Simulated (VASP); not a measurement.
# CdF2 (Fm-3m) in VASP: single point with PBE

Aim: the single point of CdF2 with PBE.

Everything below comes from runs of VASP 6.6.1. Logs are shortened: lines on timing, memory, paths and dates and some standing lists are left out, and cuts for length are marked.

## Step 1: The cell of the first run

The structure is cubic, space group Fm-3m (No. 225). Conventional cell: a = 5.554 Å, b = 5.554 Å, c = 5.554 Å, α = 90.00°, β = 90.00°, γ = 90.00°. Cd (site symmetry m-3m) has 8 F at 2.40 Å within 3.2 Å. F (site symmetry -43m) has 4 Cd at 2.40 Å and 6 F at 2.78 Å within 3.2 Å.

## Step 2: Single point, PBE (volume scaled by 1.040)

Contents of INCAR:

```
SYSTEM = CdF2
ALGO = Normal
EDIFF = 1E-6
ENCUT = 520
GGA = PE
ISIF = 2
ISMEAR = 0
LASPH = .True.
LCHARG = .False.
LREAL = .False.
LWAVE = .False.
NBANDS = 20
NELM = 60
PREC = Accurate
SIGMA = 0.05
```

Contents of KPOINTS:

```
k-points
0
Gamma
  12 12 12
  0 0 0
```

Contents of POSCAR:

```
CdF2
1.0
    0.0000000000      2.7767698389      2.7767698389
    2.7767698389      0.0000000000      2.7767698389
    2.7767698389      2.7767698389      0.0000000000
Cd F
1 2
Direct
    0.0000000000      0.0000000000      0.0000000000
    0.2500000000      0.2500000000      0.2500000000
    0.7500000000      0.7500000000      0.7500000000
```

Potentials or basis: VASP PAW PBE potentials, release 64 (Cd, F).

Launch:

```bash
> cat potpaw_PBE.64/Cd/POTCAR potpaw_PBE.64/F/POTCAR > POTCAR
> mpirun -np 1 vasp_std > vasp.out
```

OUTCAR:

```text
SYSTEM = CdF2
   EDIFF = 1E-6
   ENCUT = 520
   GGA = PE
   ISIF = 2
   ISMEAR = 0
   LASPH = .True.
   LREAL = .False.
   NELM = 60
   PREC = Accurate

 ion  position               nearest neighbor table
   1  0.000  0.000  0.000-   3 2.40   3 2.40   3 2.40   2 2.40   3 2.40   2 2.40   2 2.40   2 2.40

   2  0.250  0.250  0.250-   1 2.40   1 2.40   1 2.40   1 2.40
   3  0.750  0.750  0.750-   1 2.40   1 2.40   1 2.40   1 2.40

  LATTYP: Found a face centered cubic cell.
 ALAT       =     5.5535396778

  Lattice vectors:

 A1 = (   0.0000000000,   2.7767698389,   2.7767698389)
 A2 = (   2.7767698389,   0.0000000000,   2.7767698389)
 A3 = (   2.7767698389,   2.7767698389,   0.0000000000)

Analysis of symmetry for initial positions (statically):
=====================================================================
 Subroutine PRICEL returns:
 Original cell was already a primitive cell.

 Routine SETGRP: Setting up the symmetry group for a
 face centered cubic supercell.

 Subroutine GETGRP returns: Found 48 space group operations
 (whereof 48 operations were pure point group operations)
 out of a pool of 48 trial point group operations.

The static configuration has the point symmetry O_h .

Analysis of symmetry for dynamics (positions and initial velocities):
=====================================================================
 Subroutine PRICEL returns:
 Original cell was already a primitive cell.

 Routine SETGRP: Setting up the symmetry group for a
 face centered cubic supercell.

 Subroutine GETGRP returns: Found 48 space group operations
 (whereof 48 operations were pure point group operations)
 out of a pool of 48 trial point group operations.

The dynamic configuration has the point symmetry O_h .

 Subroutine INISYM returns: Found 48 space group operations
 (whereof 48 operations are pure point group operations),
 and found     1 'primitive' translations

----------------------------------------------------------------------------------------

                                     Primitive cell

  volume of cell :      42.8203

  direct lattice vectors                    reciprocal lattice vectors
     0.000000000  2.776769839  2.776769839    -0.180065338  0.180065338  0.180065338
[... 82 lines left out ...]
   ISPIN  =      1    spin polarized calculation?
   LNONCOLLINEAR =      F non collinear calculations
   LSORBIT =      F    spin-orbit coupling
   LASPH  =      T    aspherical Exc in radial PAW
   ENCUT  =  520.0 eV  38.22 Ry    6.18 a.u.   7.30  7.30  7.30*2*pi/ulx,y,z
   NELM   =     60;   NELMIN=  2; NELMDL= -5     # of ELM steps
   EDIFF  = 0.1E-05   stopping-criterion for ELM
   LREAL  =      F    real-space projection
   EDIFFG = 0.1E-04   stopping-criterion for IOM
   NSW    =      0    number of steps for IOM
   IBRION =     -1    ionic relax: 0-MD 1-quasi-New 2-CG
   NFREE  =      0    steps in history (QN), initial steepest desc. (CG)
   ISIF   =      2    stress and relaxation
   ISYM   =      2    0-nonsym 1-usesym 2-fastsym
   POTIM  = 0.5000    time-step for ionic-motion
   TEBEG  =    0.0;   TEEND  =   0.0 temperature during run
   PSTRESS=    0.0 pullay stress
   NELECT =      26.0000    total number of electrons
   NUPDOWN=      -1.0000    fix difference up-down
   EMIN   =  10.00;   EMAX   =-10.00  energy-range for DOS
   EFERMI =   0.00;   METHOD = LEGACY
   ISMEAR =     0;   SIGMA  =   0.05  broadening in eV -4-tet -1-fermi 0-gaus
   EFERMI_NEDOS =   21; number of points for ismear=-14 and -15
   IALGO  =     38    algorithm
   IMIX   =      4    mixing-type and parameters
     AMIX     =   0.40;   BMIX     =  1.00
     AMIX_MAG =   1.60;   BMIX_MAG =  1.00
  volume/ion in A,a.u.               =      14.27        96.32
  Fermi-wavevector in a.u.,A,eV,Ry     =   1.386275  2.619680 26.147111  1.921758
  Thomas-Fermi vector in A             =   2.510606
   LORBIT       =      0    0 simple, 1 ext, 2 COOP (PROOUT), +10 PAW based schemes
   GGA     = PE    functional components
   LHFCALC =     F    Hartree Fock is set to
   AEXX    =    0.0000 exact exchange contribution
   IVDW    =     0    specifies the selected vdW correction
   LEPSILON=     F    determine dielectric tensor
   LRPA    =     F    only Hartree local field effects (RPA)
 non-spin polarized calculation
 Gauss-broadening in eV      SIGMA  =   0.05
  energy-cutoff  :      520.00
  volume of cell :       42.82
 maximum number of plane-waves:      1179
 NGX is ok and might be reduce to    30
   NGX = 15   NGY = 15   NGZ = 15

 number of electron      26.0000008 magnetization

 Free energy of the ion-electron system (eV)
  ---------------------------------------------------
  ext. energy  EPLUGINS =         0.00000000
  ---------------------------------------------------
  free energy    TOTEN  =       -10.89533703 eV

  energy without entropy =      -10.89533703  energy(sigma->0) =      -10.89533703

 E-fermi :  -1.7421     XC(G=0):  -9.9275

 val. band max:       -1.9463628074   @ k =  -0.2500   0.5000   0.2500
 cond. band min:       0.8023610838   @ k =   0.0000   0.0000   0.0000
 fundamental gap:      2.7487238912
 Fermi energy:        -1.7420541265

 k-point     1 :       0.0000    0.0000    0.0000
  band No.  band energies     occupation
      1     -22.2934      2.00000
      2     -21.4171      2.00000
      3      -7.3566      2.00000
      4      -7.3566      2.00000
      5      -7.3566      2.00000
      6      -6.5052      2.00000
[... 541 lines left out ...]
     19      15.9559      0.00000
     20      18.5009      0.00000

 [... further k-points ...]

------------------------ aborting loop because EDIFF is reached ----------------------------------------

  FORCE on cell =-STRESS in cart. coord.  units (eV):
  Direction    XX          YY          ZZ          XY          YZ          ZX
  --------------------------------------------------------------------------------------
  -------------------------------------------------------------------------------------
  Total       -0.7803561     -0.7803561     -0.7803561     -0.0000000     -0.0000000      0.0000000
  in kB      -29.1980429    -29.1980429    -29.1980429     -0.0000000     -0.0000000      0.0000000
  external PRESSURE =     -29.1980429 kB  Pullay stress =       0.0000000 kB

 VOLUME and BASIS-vectors are now :
 -----------------------------------------------------------------------------
  energy-cutoff  :      520.00
  volume of cell :       42.82
      direct lattice vectors                 reciprocal lattice vectors
     0.000000000  2.776769839  2.776769839    -0.180065338  0.180065338  0.180065338
     2.776769839  0.000000000  2.776769839     0.180065338 -0.180065338  0.180065338
     2.776769839  2.776769839  0.000000000     0.180065338  0.180065338 -0.180065338

 POSITION                                       TOTAL-FORCE (eV/Angst)
 -----------------------------------------------------------------------------------
      0.00000      0.00000      0.00000         0.000000     -0.000000     -0.000000
      1.38838      1.38838      1.38838         0.000000     -0.000000      0.000000
      4.16515      4.16515      4.16515        -0.000000      0.000000     -0.000000
 -----------------------------------------------------------------------------------
    total drift:                                0.000000     -0.000000      0.000000

  FREE ENERGIE OF THE ION-ELECTRON SYSTEM (eV)
  ---------------------------------------------------
  free  energy   TOTEN  =       -10.8953370258 eV

  energy  without entropy=      -10.8953370258  energy(sigma->0) =      -10.89533703
```

stdout:

```text
POSCAR found type information on POSCAR CdF
 POSCAR found :  2 types and       3 ions
 scaLAPACK will be used
 LDA part: xc-table for (Slater+PW92), standard interpolation
 POSCAR, INCAR and KPOINTS ok, starting setup
 FFT: planning ... GRIDC
 FFT: planning ... GRID_SOFT
 FFT: planning ... GRID
 WAVECAR not read
 entering main loop
```

Wall time 27 s (1 thread of Intel Xeon 6975P-C (Granite Rapids), shared host); peak memory 0.19 GiB.

Results:

```
Free energy            : -10.8953 eV
Pressure               : -2.9 GPa
Band gap on the k mesh : 2.75 eV, indirect (least direct gap 3.34 eV)
```

 A k mesh can miss the band edges.
